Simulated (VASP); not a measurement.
# TiC (I4mm) in VASP: further runs

The runs below take TiC through single point, with PBEsol.

Program: VASP 6.6.1. These are calculated values, not measurements. Logs are shortened: lines on timing, memory, paths and dates and some standing lists are left out, and cuts for length are marked.

## (1) The cell of the first run

The structure is tetragonal, space group I4mm (No. 107). The conventional cell has a = 3.060 Å, b = 3.060 Å, c = 4.328 Å, α = 90.00°, β = 90.00°, γ = 90.00°. Within 2.7 Å of Ti (site symmetry 4mm) lie 6 C at 2.06 to 2.26 Å. Within 2.7 Å of C (site symmetry 4mm) lie 6 Ti at 2.06 to 2.26 Å.

## (2) Single point, PBEsol (all C atoms moved -0.100 Å, as atom 2 along Cartesian [0 1 0])

Contents of INCAR:

```
  ALGO = Normal
  EDIFF = 1E-6
  ENCUT = 520
  GGA = PS
  ISIF = 2
  ISMEAR = 0
  LASPH = True
  LCHARG = False
  LREAL = False
  LWAVE = False
  NBANDS = 15
  NELM = 60
  PREC = Accurate
  SIGMA = 0.15
```

Contents of KPOINTS:

```
k-points
0
Gamma
  18 18 18
```

Contents of POSCAR:

```
TiC
1.0
    0.0000000000      2.1640000000      2.1640000000
    2.1640000000      0.0000000000      2.1640000000
    2.1640000000      2.1640000000      0.0000000000
Ti C
1 1
Direct
    0.0000000000      0.0000000000      0.0000000000
    0.4768946396      0.5231053604      0.4768946396
```

Potentials or basis: VASP PAW PBE potentials, release 64 (Ti_sv, C).

Command:

```bash
$ cat potpaw_PBE.64/Ti_sv/POTCAR potpaw_PBE.64/C/POTCAR > POTCAR
$ mpirun -np 1 vasp_std > vasp.out
```

OUTCAR:

```text
EDIFF = 1E-6
   ENCUT = 520
   GGA = PS
   ISIF = 2
   ISMEAR = 0
   LASPH = True
   LREAL = False
   NELM = 60
   PREC = Accurate

 ion  position               nearest neighbor table
   1  0.000  0.000  0.000-   2 2.06   2 2.17   2 2.17   2 2.17   2 2.17   2 2.26
   2  0.477  0.523  0.477-   1 2.06   1 2.17   1 2.17   1 2.17   1 2.17   1 2.26

  LATTYP: Found a face centered cubic cell.
 ALAT       =     4.3280000000

  Lattice vectors:

 A1 = (   0.0000000000,   2.1640000000,   2.1640000000)
 A2 = (   2.1640000000,   0.0000000000,   2.1640000000)
 A3 = (   2.1640000000,   2.1640000000,   0.0000000000)

Analysis of symmetry for initial positions (statically):
=====================================================================
 Subroutine PRICEL returns:
 Original cell was already a primitive cell.

 Routine SETGRP: Setting up the symmetry group for a
 face centered cubic supercell.

 Subroutine GETGRP returns: Found  8 space group operations
 (whereof  8 operations were pure point group operations)
 out of a pool of 48 trial point group operations.

The static configuration has the point symmetry C_4v.

Analysis of symmetry for dynamics (positions and initial velocities):
=====================================================================
 Subroutine PRICEL returns:
 Original cell was already a primitive cell.

 Routine SETGRP: Setting up the symmetry group for a
 face centered cubic supercell.

 Subroutine GETGRP returns: Found  8 space group operations
 (whereof  8 operations were pure point group operations)
 out of a pool of 48 trial point group operations.

The dynamic configuration has the point symmetry C_4v.

 Subroutine INISYM returns: Found  8 space group operations
 (whereof  8 operations are pure point group operations),
 and found     1 'primitive' translations

----------------------------------------------------------------------------------------

                                     Primitive cell

  volume of cell :      20.2676

  direct lattice vectors                    reciprocal lattice vectors
     0.000000000  2.164000000  2.164000000    -0.231053604  0.231053604  0.231053604
     2.164000000  0.000000000  2.164000000     0.231053604 -0.231053604  0.231053604
     2.164000000  2.164000000  0.000000000     0.231053604  0.231053604 -0.231053604

  length of vectors
     3.060358149  3.060358149  3.060358149     0.400196582  0.400196582  0.400196582

  position of ions in fractional coordinates (direct lattice)
     0.000000000  0.000000000  0.000000000
     0.476894640  0.523105360  0.476894640

  ion indices of the primitive-cell ions
   primitive index   ion index
                 1           1
                 2           2

----------------------------------------------------------------------------------------

 KPOINTS: k-points

Automatic generation of k-mesh.
 Grid dimensions read from file:
 generate k-points for:   18   18   18

 Generating k-lattice:

  Cartesian coordinates                     Fractional coordinates (reciprocal lattice)
    -0.012836311  0.012836311  0.012836311     0.055555556  0.000000000  0.000000000
     0.012836311 -0.012836311  0.012836311     0.000000000  0.055555556  0.000000000
     0.012836311  0.012836311 -0.012836311     0.000000000  0.000000000  0.055555556

  Length of vectors
     0.022233143  0.022233143  0.022233143

  Shift w.r.t. Gamma in fractional coordinates (k-lattice)
     0.000000000  0.000000000  0.000000000

 Subroutine IBZKPT returns following result:
 ===========================================

 Found    480 irreducible k-points:

 Following reciprocal coordinates:
            Coordinates               Weight
  0.000000  0.000000  0.000000      1.000000
  0.055556  0.000000  0.000000      8.000000
  0.111111  0.000000  0.000000      8.000000
  0.166667  0.000000  0.000000      8.000000
  0.222222  0.000000  0.000000      8.000000
  0.277778  0.000000  0.000000      8.000000
[... 16 lines left out ...]
  0.388889  0.055556  0.000000     16.000000
  0.055556  0.000000  0.388889      8.000000
 [... further k-points ...]
   k-points           NKPTS =    480   k-points in BZ     NKDIM =    480   number of bands    NBANDS=     15
   number of dos      NEDOS =    301   number of ions     NIONS =      2
   total plane-waves  NPLWV =  13824
   dimension x,y,z NGX =    24 NGY =   24 NGZ =   24
   dimension x,y,z NGXF=    48 NGYF=   48 NGZF=   48
   ions per type =               1   1
   NGX,Y,Z   is equivalent  to a cutoff of  13.04, 13.04, 13.04 a.u.
   NGXF,Y,Z  is equivalent  to a cutoff of  26.07, 26.07, 26.07 a.u.
 SYSTEM =  unknown system
   PREC   = accura    normal or accurate (medium, high low for compatibility)
   ISTART =      0    job   : 0-new  1-cont  2-samecut
   ICHARG =      2    charge: 1-file 2-atom 10-const
   ISPIN  =      1    spin polarized calculation?
   LNONCOLLINEAR =      F non collinear calculations
   LSORBIT =      F    spin-orbit coupling
   LASPH  =      T    aspherical Exc in radial PAW
   ENCUT  =  520.0 eV  38.22 Ry    6.18 a.u.   5.69  5.69  5.69*2*pi/ulx,y,z
   NELM   =     60;   NELMIN=  2; NELMDL= -5     # of ELM steps
   EDIFF  = 0.1E-05   stopping-criterion for ELM
   LREAL  =      F    real-space projection
   EDIFFG = 0.1E-04   stopping-criterion for IOM
   NSW    =      0    number of steps for IOM
   IBRION =     -1    ionic relax: 0-MD 1-quasi-New 2-CG
   NFREE  =      0    steps in history (QN), initial steepest desc. (CG)
   ISIF   =      2    stress and relaxation
   ISYM   =      2    0-nonsym 1-usesym 2-fastsym
   POTIM  = 0.5000    time-step for ionic-motion
   TEBEG  =    0.0;   TEEND  =   0.0 temperature during run
   PSTRESS=    0.0 pullay stress
   NELECT =      16.0000    total number of electrons
   NUPDOWN=      -1.0000    fix difference up-down
   EMIN   =  10.00;   EMAX   =-10.00  energy-range for DOS
   EFERMI =   0.00;   METHOD = LEGACY
   ISMEAR =     0;   SIGMA  =   0.15  broadening in eV -4-tet -1-fermi 0-gaus
   EFERMI_NEDOS =   21; number of points for ismear=-14 and -15
   IALGO  =     38    algorithm
   IMIX   =      4    mixing-type and parameters
     AMIX     =   0.40;   BMIX     =  1.00
     AMIX_MAG =   1.60;   BMIX_MAG =  1.00
  volume/ion in A,a.u.               =      10.13        68.39
  Fermi-wavevector in a.u.,A,eV,Ry     =   1.513030  2.859212 31.147275  2.289260
  Thomas-Fermi vector in A             =   2.622876
   LORBIT       =      0    0 simple, 1 ext, 2 COOP (PROOUT), +10 PAW based schemes
   GGA     = PS    functional components
   LHFCALC =     F    Hartree Fock is set to
   AEXX    =    0.0000 exact exchange contribution
   IVDW    =     0    specifies the selected vdW correction
   LEPSILON=     F    determine dielectric tensor
   LRPA    =     F    only Hartree local field effects (RPA)
 non-spin polarized calculation
 Gauss-broadening in eV      SIGMA  =   0.15
  energy-cutoff  :      520.00
  volume of cell :       20.27
 maximum number of plane-waves:       568
   NGX = 11   NGY = 11   NGZ = 11

 number of electron      16.0000001 magnetization

 Free energy of the ion-electron system (eV)
  ---------------------------------------------------
  ext. energy  EPLUGINS =         0.00000000
  ---------------------------------------------------
  free energy    TOTEN  =       -19.74896731 eV

  energy without entropy =      -19.74591928  energy(sigma->0) =      -19.74744329

 E-fermi :   9.3608     XC(G=0): -12.8676

 val. band max:        9.3471847571   @ k =   0.1111   0.0000   0.0000
 cond. band min:       9.3655668464   @ k =   0.3333   0.2778   0.0000
 fundamental gap:      0.0183820892
 Fermi energy:         9.3608219463

 k-point     1 :       0.0000    0.0000    0.0000
  band No.  band energies     occupation
      1     -46.9913      2.00000
      2     -23.1195      2.00000
      3     -23.1195      2.00000
      4     -23.1160      2.00000
      5      -3.0408      2.00000
      6       9.7124      0.00092
      7       9.7124      0.00092
      8       9.9936      0.00000
      9      10.2092      0.00000
     10      11.0617      0.00000
     11      11.3471      0.00000
     12      11.3471      0.00000
     13      11.9713      0.00000
     14      19.7932      0.00000
     15      23.2237      0.00000

 k-point     2 :       0.0556    0.0000    0.0000
  band No.  band energies     occupation
      1     -46.9890      2.00000
      2     -23.1347      2.00000
      3     -23.1210      2.00000
      4     -23.1184      2.00000
      5      -2.9701      2.00000
      6       9.3262      1.25575
      7       9.5848      0.03472
      8       9.8992      0.00000
      9      10.2076      0.00000
     10      10.5766      0.00000
     11      11.3154      0.00000
     12      12.0622      0.00000
     13      12.4226      0.00000
     14      19.9211      0.00000
     15      23.2631      0.00000

 k-point     3 :       0.1111    0.0000    0.0000
  band No.  band energies     occupation
      1     -46.9824      2.00000
      2     -23.1807      2.00000
      3     -23.1254      2.00000
      4     -23.1229      2.00000
      5      -2.7615      2.00000
      6       8.6253      2.00000
      7       9.1029      1.98498
      8       9.3472      1.10230
      9      10.3223      0.00000
     10      10.4464      0.00000
     11      11.5108      0.00000
     12      12.9741      0.00000
     13      13.2138      0.00000
     14      20.2469      0.00000
     15      23.3203      0.00000

 k-point     4 :       0.1667    0.0000    0.0000
  band No.  band energies     occupation
      1     -46.9724      2.00000
      2     -23.2506      2.00000
      3     -23.1321      2.00000
      4     -23.1296      2.00000
      5      -2.4254      2.00000
      6       7.8210      2.00000
      7       8.4756      2.00000
      8       8.6390      2.00000
      9      10.5601      0.00000
     10      10.6158      0.00000
     11      11.7563      0.00000
     12      13.9063      0.00000
     13      14.0824      0.00000
     14      20.5839      0.00000
     15      23.3257      0.00000
[... 307 lines left out ...]
 k-point    22 :       0.0556    0.0000    0.3333
  band No.  band energies     occupation
      1     -46.9370      2.00000
      2     -23.4789      2.00000
      3     -23.1658      2.00000
      4     -23.1535      2.00000
      5      -1.0239      2.00000
      6       5.4324      2.00000
      7       6.9980      2.00000
      8       7.2306      2.00000
      9      11.2292      0.00000
     10      11.7208      0.00000
     11      12.6311      0.00000
     12      15.6900      0.00000
     13      16.5258      0.00000
     14      19.7659      0.00000
     15      24.3081      0.00000

 k-point    23 :       0.3889    0.0556    0.0000
  band No.  band energies     occupation
      1     -46.9261      2.00000
      2     -23.5500      2.00000
      3     -23.1697      2.00000
      4     -23.1643      2.00000
      5      -0.4365      2.00000
      6       4.6203      2.00000
      7       6.6696      2.00000
      8       6.9032      2.00000
      9      11.6101      0.00000
     10      12.0033      0.00000
     11      12.9231      0.00000
     12      16.4098      0.00000
     13      16.9675      0.00000
     14      19.0189      0.00000
     15      24.8258      0.00000

 k-point    24 :       0.0556    0.0000    0.3889
  band No.  band energies     occupation
      1     -46.9261      2.00000
      2     -23.5499      2.00000
      3     -23.1713      2.00000
      4     -23.1629      2.00000
      5      -0.4352      2.00000
      6       4.6243      2.00000
      7       6.6877      2.00000
      8       6.8719      2.00000
      9      11.6073      0.00000
     10      12.0214      0.00000
     11      12.9435      0.00000
     12      16.3773      0.00000
     13      16.9331      0.00000
     14      19.0662      0.00000
     15      24.7655      0.00000

 [... further k-points ...]
[... 5 lines left out ...]
  --------------------------------------------------------------------------------------
  -------------------------------------------------------------------------------------
  Total       -0.7114074     -0.3625647     -0.7114074      0.0000000      0.0000000     -0.0000000
  in kB      -56.2376542    -28.6612005    -56.2376542      0.0000000      0.0000000     -0.0000000
  external PRESSURE =     -47.0455030 kB  Pullay stress =       0.0000000 kB

 VOLUME and BASIS-vectors are now :
 -----------------------------------------------------------------------------
  energy-cutoff  :      520.00
  volume of cell :       20.27
      direct lattice vectors                 reciprocal lattice vectors
     0.000000000  2.164000000  2.164000000    -0.231053604  0.231053604  0.231053604
     2.164000000  0.000000000  2.164000000     0.231053604 -0.231053604  0.231053604
     2.164000000  2.164000000  0.000000000     0.231053604  0.231053604 -0.231053604

 POSITION                                       TOTAL-FORCE (eV/Angst)
 -----------------------------------------------------------------------------------
      0.00000      0.00000      0.00000         0.000000     -0.914008      0.000000
      2.16400      2.06400      2.16400         0.000000      0.914008      0.000000
 -----------------------------------------------------------------------------------
    total drift:                                0.000000     -0.000017      0.000000

  FREE ENERGIE OF THE ION-ELECTRON SYSTEM (eV)
  ---------------------------------------------------
  free  energy   TOTEN  =       -19.7489673112 eV

  energy  without entropy=      -19.7459192785  energy(sigma->0) =      -19.74744329
```

Wall time 45 s (1 thread of Intel Xeon 6975P-C (Granite Rapids), shared host); peak memory 0.26 GiB.

What came out:

```yaml
Free_energy: -19.7490 eV
Pressure: -4.7 GPa
Largest_force: 0.914 eV/Å
Band_gap_on_the_k_mesh: zero (band 8 reaches 9.99 eV, above the bottom of band 9 at 8.88 eV)
```

Forces in eV/Å, atoms in the order of the input:
```
Ti   0.000 -0.914  0.000
C    0.000  0.914  0.000
```

Stress tensor (GPa, compression positive):
```
-5.62  0.00  0.00
 0.00 -2.87  0.00
 0.00  0.00 -5.62
```

Caveat: the cell differs from its parent crystal (all C atoms moved -0.100 Å, as atom 2 along Cartesian [0 1 0]); the PAW data sets were made with another functional, which shifts forces and pressure a little.

[end of part 1 of 3]
